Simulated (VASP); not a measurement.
# Na4I (Pm-3m) in VASP: notebook

Runs on Na4I. Level: PBE. Tasks: single point, relaxation of cell and atoms.

Everything below comes from runs of VASP 6.6.1. Logs are shortened: lines on timing, memory, paths and dates and some standing lists are left out, and cuts for length are marked.

## 1. The cell of the first run

Symmetry: Pm-3m, No. 221, cubic system. Conventional cell: a = 6.067 Å, b = 6.067 Å, c = 6.067 Å, α = 90.00°, β = 90.00°, γ = 90.00°. Na (site symmetry 4/mmm) has 2 Na at 3.03 Å within 4.0 Å. Within 4.0 Å of Na (site symmetry m-3m) lie 6 Na at 3.03 Å. Within 5.6 Å of I (site symmetry m-3m) lie 20 Na at 4.29 to 5.25 Å.

## 2. Single point, PBE

The input, INCAR:

```
ALGO     = Normal         # electronic algorithm
EDIFF    = 1E-7           # SCF threshold, eV
ENCUT    = 520            # plane-wave cutoff, eV
GGA      = PE             # functional
ISIF     = 2              # what is computed and relaxed
ISMEAR   = 0              # smearing method
LASPH    = True           # aspherical terms in the spheres
LCHARG   = True           # write CHGCAR
LELF     = True           # ELF
LREAL    = False          # projectors in reciprocal space
LVHAR    = True         
LWAVE    = False          # write WAVECAR
NBANDS   = 26             # bands
NELM     = 100            # most SCF steps
PREC     = Accurate       # precision mode
SIGMA    = 0.1            # smearing width, eV
```

The input, KPOINTS:

```
k-points
0
Gamma
  6 6 6
```

The input, POSCAR:

```
Na4I
1.0
    6.0671615643      0.0000000000      0.0000000000
    0.0000000000      6.0671615643      0.0000000000
    0.0000000000      0.0000000000      6.0671615643
Na I
4 1
Direct
    0.5000000000      0.0000000000      0.0000000000
    0.0000000000      0.5000000000      0.0000000000
    0.0000000000      0.0000000000      0.5000000000
    0.0000000000      0.0000000000      0.0000000000
    0.5000000000      0.5000000000      0.5000000000
```

Potentials or basis: VASP PAW PBE potentials, release 64 (Na_pv, I).

Started as:

```
cat potpaw_PBE.64/Na_pv/POTCAR potpaw_PBE.64/I/POTCAR > POTCAR
mpirun -np 1 vasp_std > vasp.out
```

OUTCAR:

```text
EDIFF = 1E-7
   ENCUT = 520
   GGA = PE
   ISIF = 2
   ISMEAR = 0
   LASPH = True
   LREAL = False
   NELM = 100
   PREC = Accurate

 ion  position               nearest neighbor table
   1  0.500  0.000  0.000-
   2  0.000  0.500  0.000-
   3  0.000  0.000  0.500-
   4  0.000  0.000  0.000-
   5  0.500  0.500  0.500-

  LATTYP: Found a simple cubic cell.
 ALAT       =     6.0671615643

  Lattice vectors:

 A1 = (   6.0671615643,   0.0000000000,   0.0000000000)
 A2 = (   0.0000000000,   6.0671615643,   0.0000000000)
 A3 = (   0.0000000000,   0.0000000000,   6.0671615643)

Analysis of symmetry for initial positions (statically):
=====================================================================
 Subroutine PRICEL returns:
 Original cell was already a primitive cell.

 Routine SETGRP: Setting up the symmetry group for a
 simple cubic supercell.

 Subroutine GETGRP returns: Found 48 space group operations
 (whereof 48 operations were pure point group operations)
 out of a pool of 48 trial point group operations.

The static configuration has the point symmetry O_h .

Analysis of symmetry for dynamics (positions and initial velocities):
=====================================================================
 Subroutine PRICEL returns:
 Original cell was already a primitive cell.

 Routine SETGRP: Setting up the symmetry group for a
 simple cubic supercell.

 Subroutine GETGRP returns: Found 48 space group operations
 (whereof 48 operations were pure point group operations)
 out of a pool of 48 trial point group operations.

The dynamic configuration has the point symmetry O_h .

 Subroutine INISYM returns: Found 48 space group operations
 (whereof 48 operations are pure point group operations),
 and found     1 'primitive' translations

----------------------------------------------------------------------------------------

                                     Primitive cell

  volume of cell :     223.3349

  direct lattice vectors                    reciprocal lattice vectors
     6.067161564  0.000000000  0.000000000     0.164821719  0.000000000  0.000000000
     0.000000000  6.067161564  0.000000000     0.000000000  0.164821719  0.000000000
     0.000000000  0.000000000  6.067161564     0.000000000  0.000000000  0.164821719

  length of vectors
     6.067161564  6.067161564  6.067161564     0.164821719  0.164821719  0.164821719

  position of ions in fractional coordinates (direct lattice)
     0.500000000  0.000000000  0.000000000
     0.000000000  0.500000000  0.000000000
     0.000000000  0.000000000  0.500000000
     0.000000000  0.000000000  0.000000000
     0.500000000  0.500000000  0.500000000

  ion indices of the primitive-cell ions
   primitive index   ion index
                 1           1
                 2           2
                 3           3
                 4           4
                 5           5

----------------------------------------------------------------------------------------

 KPOINTS: k-points

Automatic generation of k-mesh.
 Grid dimensions read from file:
 generate k-points for:    6    6    6

 Generating k-lattice:

  Cartesian coordinates                     Fractional coordinates (reciprocal lattice)
     0.027470287  0.000000000  0.000000000     0.166666667  0.000000000  0.000000000
     0.000000000  0.027470287  0.000000000     0.000000000  0.166666667  0.000000000
     0.000000000  0.000000000  0.027470287     0.000000000  0.000000000  0.166666667

  Length of vectors
     0.027470287  0.027470287  0.027470287

  Shift w.r.t. Gamma in fractional coordinates (k-lattice)
     0.000000000  0.000000000  0.000000000

 Subroutine IBZKPT returns following result:
 ===========================================

 Found     20 irreducible k-points:

 Following reciprocal coordinates:
            Coordinates               Weight
  0.000000  0.000000  0.000000      1.000000
  0.166667  0.000000  0.000000      6.000000
  0.333333  0.000000  0.000000      6.000000
  0.500000  0.000000  0.000000      3.000000
  0.166667  0.166667  0.000000     12.000000
  0.333333  0.166667  0.000000     24.000000
[... 12 lines left out ...]
  0.500000  0.500000  0.333333      6.000000
  0.500000  0.500000  0.500000      1.000000
   k-points           NKPTS =     20   k-points in BZ     NKDIM =     20   number of bands    NBANDS=     26
   number of dos      NEDOS =    301   number of ions     NIONS =      5
   total plane-waves  NPLWV = 110592
   dimension x,y,z NGX =    48 NGY =   48 NGZ =   48
   dimension x,y,z NGXF=    96 NGYF=   96 NGZF=   96
   ions per type =               4   1
   NGX,Y,Z   is equivalent  to a cutoff of  13.15, 13.15, 13.15 a.u.
   NGXF,Y,Z  is equivalent  to a cutoff of  26.30, 26.30, 26.30 a.u.
 SYSTEM =  unknown system
   PREC   = accura    normal or accurate (medium, high low for compatibility)
   ISTART =      0    job   : 0-new  1-cont  2-samecut
   ICHARG =      2    charge: 1-file 2-atom 10-const
   ISPIN  =      1    spin polarized calculation?
   LNONCOLLINEAR =      F non collinear calculations
   LSORBIT =      F    spin-orbit coupling
   LASPH  =      T    aspherical Exc in radial PAW
   ENCUT  =  520.0 eV  38.22 Ry    6.18 a.u.  11.28 11.28 11.28*2*pi/ulx,y,z
   NELM   =    100;   NELMIN=  2; NELMDL= -5     # of ELM steps
   EDIFF  = 0.1E-06   stopping-criterion for ELM
   LREAL  =      F    real-space projection
   EDIFFG = 0.1E-05   stopping-criterion for IOM
   NSW    =      0    number of steps for IOM
   IBRION =     -1    ionic relax: 0-MD 1-quasi-New 2-CG
   NFREE  =      0    steps in history (QN), initial steepest desc. (CG)
   ISIF   =      2    stress and relaxation
   ISYM   =      2    0-nonsym 1-usesym 2-fastsym
   POTIM  = 0.5000    time-step for ionic-motion
   TEBEG  =    0.0;   TEEND  =   0.0 temperature during run
   PSTRESS=    0.0 pullay stress
   NELECT =      35.0000    total number of electrons
   NUPDOWN=      -1.0000    fix difference up-down
   EMIN   =  10.00;   EMAX   =-10.00  energy-range for DOS
   EFERMI =   0.00;   METHOD = LEGACY
   ISMEAR =     0;   SIGMA  =   0.10  broadening in eV -4-tet -1-fermi 0-gaus
   EFERMI_NEDOS =   21; number of points for ismear=-14 and -15
   IALGO  =     38    algorithm
   IMIX   =      4    mixing-type and parameters
     AMIX     =   0.40;   BMIX     =  1.00
     AMIX_MAG =   1.60;   BMIX_MAG =  1.00
  volume/ion in A,a.u.               =      44.67       301.43
  Fermi-wavevector in a.u.,A,eV,Ry     =   0.882630  1.667929 10.599421  0.779035
  Thomas-Fermi vector in A             =   2.003287
   LORBIT       =      0    0 simple, 1 ext, 2 COOP (PROOUT), +10 PAW based schemes
   GGA     = PE    functional components
   LHFCALC =     F    Hartree Fock is set to
   AEXX    =    0.0000 exact exchange contribution
   IVDW    =     0    specifies the selected vdW correction
   LEPSILON=     F    determine dielectric tensor
   LRPA    =     F    only Hartree local field effects (RPA)
 non-spin polarized calculation
 Gauss-broadening in eV      SIGMA  =   0.10
  energy-cutoff  :      520.00
  volume of cell :      223.33
 maximum number of plane-waves:      6062
 NGX is ok and might be reduce to    48
   NGX = 23   NGY = 23   NGZ = 23

 number of electron      34.9999930 magnetization

 Free energy of the ion-electron system (eV)
  ---------------------------------------------------
  ext. energy  EPLUGINS =         0.00000000
  ---------------------------------------------------
  free energy    TOTEN  =        -7.08058791 eV

  energy without entropy =       -7.05175872  energy(sigma->0) =       -7.06617332

 E-fermi :   0.7693     XC(G=0):  -6.2504

 val. band max:        0.7639692779   @ k =   0.5000   0.5000   0.3333
 cond. band min:       0.7692955245   @ k =   0.5000   0.3333   0.1667
 fundamental gap:      0.0053262466
 Fermi energy:         0.7692939385

 k-point     1 :       0.0000    0.0000    0.0000
  band No.  band energies     occupation
      1     -25.0056      2.00000
      2     -25.0056      2.00000
      3     -25.0056      2.00000
      4     -24.9517      2.00000
      5     -24.9517      2.00000
      6     -24.9517      2.00000
[... 18 lines left out ...]
     25       5.1493      0.00000
     26       5.1493      0.00000

 k-point     2 :       0.1667    0.0000    0.0000
  band No.  band energies     occupation
      1     -25.0055      2.00000
      2     -25.0055      2.00000
      3     -25.0022      2.00000
      4     -24.9518      2.00000
      5     -24.9517      2.00000
      6     -24.9517      2.00000
[... 18 lines left out ...]
     25       4.7792      0.00000
     26       5.1175      0.00000

 k-point     3 :       0.3333    0.0000    0.0000
  band No.  band energies     occupation
      1     -25.0054      2.00000
      2     -25.0054      2.00000
      3     -24.9951      2.00000
      4     -24.9521      2.00000
      5     -24.9516      2.00000
      6     -24.9516      2.00000
[... 18 lines left out ...]
     25       4.4717      0.00000
     26       5.4796      0.00000

 k-point     4 :       0.5000    0.0000    0.0000
  band No.  band energies     occupation
      1     -25.0054      2.00000
      2     -25.0054      2.00000
      3     -24.9914      2.00000
      4     -24.9523      2.00000
      5     -24.9514      2.00000
      6     -24.9514      2.00000
[... 18 lines left out ...]
     25       4.3913      0.00000
     26       5.6965      0.00000

 k-point     5 :       0.1667    0.1667    0.0000
  band No.  band energies     occupation
      1     -25.0055      2.00000
      2     -25.0027      2.00000
      3     -25.0016      2.00000
      4     -24.9521      2.00000
      5     -24.9517      2.00000
      6     -24.9516      2.00000
[... 18 lines left out ...]
     25       4.9679      0.00000
     26       5.3495      0.00000

 k-point     6 :       0.3333    0.1667    0.0000
  band No.  band energies     occupation
      1     -25.0054      2.00000
      2     -25.0022      2.00000
      3     -24.9949      2.00000
      4     -24.9525      2.00000
      5     -24.9516      2.00000
      6     -24.9516      2.00000
[... 311 lines left out ...]
 k-point    17 :       0.3333    0.3333    0.3333
  band No.  band energies     occupation
      1     -24.9983      2.00000
      2     -24.9933      2.00000
      3     -24.9933      2.00000
      4     -24.9531      2.00000
      5     -24.9530      2.00000
      6     -24.9530      2.00000
[... 18 lines left out ...]
     25       5.7059      0.00000
     26       5.9694      0.00000

 k-point    18 :       0.5000    0.3333    0.3333
  band No.  band energies     occupation
      1     -24.9978      2.00000
      2     -24.9933      2.00000
      3     -24.9902      2.00000
      4     -24.9533      2.00000
      5     -24.9532      2.00000
      6     -24.9530      2.00000
[... 18 lines left out ...]
     25       6.0867      0.00000
     26       6.1501      0.00000

 k-point    19 :       0.5000    0.5000    0.3333
  band No.  band energies     occupation
      1     -24.9971      2.00000
      2     -24.9915      2.00000
      3     -24.9891      2.00000
      4     -24.9535      2.00000
      5     -24.9532      2.00000
      6     -24.9532      2.00000
[... 18 lines left out ...]
     25       6.1982      0.00000
     26       7.0728      0.00000

 k-point    20 :       0.5000    0.5000    0.5000
  band No.  band energies     occupation
      1     -24.9959      2.00000
      2     -24.9891      2.00000
      3     -24.9891      2.00000
      4     -24.9535      2.00000
      5     -24.9535      2.00000
      6     -24.9535      2.00000
[... 18 lines left out ...]
     25       7.3929      0.00000
     26       7.4352      0.00000

------------------------ aborting loop because EDIFF is reached ----------------------------------------

  FORCE on cell =-STRESS in cart. coord.  units (eV):
  Direction    XX          YY          ZZ          XY          YZ          ZX
  --------------------------------------------------------------------------------------
  -------------------------------------------------------------------------------------
  Total        0.0293049      0.0293049      0.0293049      0.0000000      0.0000000     -0.0000000
  in kB        0.2102297      0.2102297      0.2102297      0.0000000      0.0000000     -0.0000000
  external PRESSURE =       0.2102297 kB  Pullay stress =       0.0000000 kB

 VOLUME and BASIS-vectors are now :
 -----------------------------------------------------------------------------
  energy-cutoff  :      520.00
  volume of cell :      223.33
      direct lattice vectors                 reciprocal lattice vectors
     6.067161564  0.000000000  0.000000000     0.164821719  0.000000000  0.000000000
     0.000000000  6.067161564  0.000000000     0.000000000  0.164821719  0.000000000
     0.000000000  0.000000000  6.067161564     0.000000000  0.000000000  0.164821719

 POSITION                                       TOTAL-FORCE (eV/Angst)
 -----------------------------------------------------------------------------------
      3.03358      0.00000      0.00000         0.000000      0.000000      0.000000
      0.00000      3.03358      0.00000         0.000000      0.000000      0.000000
      0.00000      0.00000      3.03358         0.000000      0.000000      0.000000
      0.00000      0.00000      0.00000         0.000000      0.000000      0.000000
      3.03358      3.03358      3.03358         0.000000      0.000000      0.000000
 -----------------------------------------------------------------------------------
    total drift:                                0.000000      0.000000      0.000000

  FREE ENERGIE OF THE ION-ELECTRON SYSTEM (eV)
  ---------------------------------------------------
  free  energy   TOTEN  =        -7.0805879119 eV

  energy  without entropy=       -7.0517587206  energy(sigma->0) =       -7.06617332
```

Run time: 86 s. Hardware: 1 thread of Intel Xeon Platinum 8259CL at 2.50GHz (Skylake/Cascade Lake), shared host; peak memory 0.35 GiB.

Results:

```
Free energy : -7.0806 eV
Pressure    : 0.0 GPa
```

Levels at points of the mesh, in eV from the Fermi level:
```
           k point  band 13  band 14  band 15  band 16  band 17  band 18  band 19  band 20  band 21  band 22
(0.00, 0.00, 0.00)   -12.62    -2.73    -2.73    -2.73    -2.57     1.55     1.55     1.60     1.60     1.60
(0.50, 0.00, 0.00)   -12.61    -3.35    -2.68    -2.68    -1.27    -0.78     1.44     1.44     2.45     2.70
(0.50, 0.50, 0.00)   -12.61    -3.07    -3.07    -2.64    -1.57     0.35     0.35     1.19     2.01     2.88
(0.50, 0.50, 0.50)   -12.60    -2.94    -2.94    -2.94    -0.86    -0.12    -0.12    -0.12     2.55     2.55
```

Caveat: spin-orbit coupling is left out, which moves the levels of the heavy elements; an odd number of electrons without spin polarisation forces a metal; a magnetic or distorted state may lie lower.

## 3. Relaxation of cell and atoms, PBE

The input, INCAR:

```
  ALGO = Normal
  EDIFF = 1E-6
  EDIFFG = -0.01
  ENCUT = 600
  GGA = PE
  IBRION = 2
  ISIF = 3
  ISMEAR = 0
  LASPH = T
  LCHARG = F
  LREAL = F
  LWAVE = F
  NELM = 100
  NSW = 100
  PREC = Accurate
  SIGMA = 0.1
```

KPOINTS is that of step 2.

POSCAR is that of step 2.

Potentials or basis: VASP PAW PBE potentials, release 64 (Na_pv, I).

Started as:

```
cat potpaw_PBE.64/Na_pv/POTCAR potpaw_PBE.64/I/POTCAR > POTCAR
mpirun -np 1 vasp_std > vasp.out
```

Wall time 68 s (1 thread of Intel Xeon Platinum 8259CL at 2.50GHz (Skylake/Cascade Lake), shared host); peak memory 0.36 GiB.

It converged, with:

- Free energy: -7.0805 eV
- Pressure after relaxing: 0.0 GPa

Final structure:
```yaml
crystal:
  lattice:
    - [6.06716, 0.00000, 0.00000]
    - [0.00000, 6.06716, 0.00000]
    - [0.00000, 0.00000, 6.06716]
  atoms:
    - { symbol: Na, position: [0.50000, 0.00000, 0.00000] }
    - { symbol: Na, position: [0.00000, 0.50000, 0.00000] }
    - { symbol: Na, position: [0.00000, 0.00000, 0.50000] }
    - { symbol: Na, position: [0.00000, 0.00000, 0.00000] }
    - { symbol: I, position: [0.50000, 0.50000, 0.50000] }
```

Levels at points of the mesh, in eV from the Fermi level:
```tsv
k point	band 14	band 15	band 16	band 17	band 18	band 19	band 20	band 21
(0.00, 0.00, 0.00)	-2.73	-2.73	-2.73	-2.57	1.55	1.55	1.60	1.60
(0.50, 0.00, 0.00)	-3.35	-2.68	-2.68	-1.27	-0.78	1.44	1.44	2.45
(0.50, 0.50, 0.00)	-3.07	-3.07	-2.64	-1.57	0.35	0.35	1.19	2.01
(0.50, 0.50, 0.50)	-2.94	-2.94	-2.94	-0.86	-0.12	-0.12	-0.12	2.55
```

Caveat: the relaxation stopped at its first step, so nothing moved; spin-orbit coupling is left out, which moves the levels of the heavy elements; an odd number of electrons without spin polarisation forces a metal; a magnetic or distorted state may lie lower.

## 4. Single point, PBE

The input, INCAR:

```
PREC = Accurate
ENCUT = 520
EDIFF = 1E-6
ISMEAR = 0
SIGMA = 0.1
LREAL = F
LASPH = T
NELM = 100
ALGO = Normal
ISIF = 2
LWAVE = F
LCHARG = F
GGA = PE
NBANDS = 26
```

The input, KPOINTS:

```
Automatic mesh
0
Gamma
  6 6 6
```

POSCAR is that of step 3.

Started as:

```
cat potpaw_PBE.64/Na_pv/POTCAR potpaw_PBE.64/I/POTCAR > POTCAR
mpirun -np 1 vasp_std > vasp.out
```

Wall time 72 s (1 thread of Intel Xeon Platinum 8259CL at 2.50GHz (Skylake/Cascade Lake), shared host); peak memory 0.35 GiB.

Results (log left out):

```
Free energy : -7.0806 eV
Pressure    : 0.0 GPa
```

Levels at points of the mesh, in eV from the Fermi level:
| k point | band 15 | band 16 | band 17 | band 18 | band 19 | band 20 |
| --- | --- | --- | --- | --- | --- | --- |
| (0.00, 0.00, 0.00) | -2.73 | -2.73 | -2.57 | 1.55 | 1.55 | 1.60 |
| (0.50, 0.00, 0.00) | -2.68 | -2.68 | -1.27 | -0.78 | 1.44 | 1.44 |
| (0.50, 0.50, 0.00) | -3.07 | -2.64 | -1.57 | 0.35 | 0.35 | 1.19 |
| (0.50, 0.50, 0.50) | -2.94 | -2.94 | -0.86 | -0.12 | -0.12 | -0.12 |

Caveat: spin-orbit coupling is left out, which moves the levels of the heavy elements; an odd number of electrons without spin polarisation forces a metal; a magnetic or distorted state may lie lower.
